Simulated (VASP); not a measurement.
A run of VASP 6.6.1:

Contents of INCAR:

```
SYSTEM = Sc
ALGO     = Normal         ! electronic algorithm
EDIFF    = 1E-6           ! SCF threshold, eV
ENCUT    = 520            ! plane-wave cutoff, eV
GGA      = PS             ! functional
ISIF     = 2              ! what is computed and relaxed
ISMEAR   = 1              ! smearing method
LASPH    = .True.         ! aspherical terms in the spheres
LCHARG   = .False.        ! write CHGCAR
LREAL    = .False.        ! projectors in reciprocal space
LWAVE    = .False.        ! write WAVECAR
NBANDS   = 18             ! bands
NELM     = 100            ! most SCF steps
PREC     = Accurate       ! precision mode
SIGMA    = 0.05           ! smearing width, eV
```

File KPOINTS:

```
k-points
0
Gamma
  9 9 5
  0 0 0
```

POSCAR

```
Sc
1.0
    3.2782360359      0.0000000000      0.0000000000
   -1.6391180179      2.8390356867      0.0000000000
    0.0000000000      0.0000000000      5.0844022519
Sc
2
Direct
    0.3333333333      0.6666666667      0.2500000000
    0.6666666667      0.3333333333      0.7500000000
```

Potentials or basis: VASP PAW PBE potentials, release 64 (Sc_sv).

Run with:

```bash
$ cat potpaw_PBE.64/Sc_sv/POTCAR > POTCAR
$ mpirun -np 1 vasp_std > vasp.out
```

Hardware: 1 thread of Intel Xeon 8259CL (shared host).

**Question.** Estimate the wall time of this run.

**Answer.** Wall time 26 s on 1 thread of Intel Xeon 8259CL (shared host), peak memory 0.17 GiB. Counts: scf iterations 12, k points 36.
